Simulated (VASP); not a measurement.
A run of VASP 6.6.1:

File INCAR:

```
SYSTEM = BN
ALGO = Normal
EDIFF = 1E-7
ENCUT = 520
GGA = PE
ISIF = 2
ISMEAR = 0
LASPH = .TRUE.
LCHARG = .TRUE.
LELF = .TRUE.
LREAL = .FALSE.
LVHAR = .TRUE.
LWAVE = .FALSE.
NBANDS = 11
NELM = 80
PREC = Accurate
SIGMA = 0.02
```

Contents of KPOINTS:

```
k-points
0
G
  12 12 12
  0 0 0
```

POSCAR

```
BN
1.0
    0.0000000000      1.8123937734      1.8123937734
    1.8123937734      0.0000000000      1.8123937734
    1.8123937734      1.8123937734      0.0000000000
B N
1 1
Direct
    0.0000000000      0.0000000000      0.0000000000
    0.7500000000      0.7500000000      0.7500000000
```

Potentials or basis: VASP PAW PBE potentials, release 64 (B, N).

Command:

```console
$ cat potpaw_PBE.64/B/POTCAR potpaw_PBE.64/N/POTCAR > POTCAR
$ mpirun -np 1 vasp_std > vasp.out
```

Hardware: 1 thread of Intel(R) Xeon(R) Platinum 8259CL CPU @ 2.50GHz (Skylake/Cascade Lake) (shared host).

**Question.** Estimate the wall time of this run.

**Answer.** Run time: 15 s on 1 thread of Intel(R) Xeon(R) Platinum 8259CL CPU @ 2.50GHz (Skylake/Cascade Lake) (shared host), peak memory 0.12 GiB. Counts: scf iterations 13, k points 72.
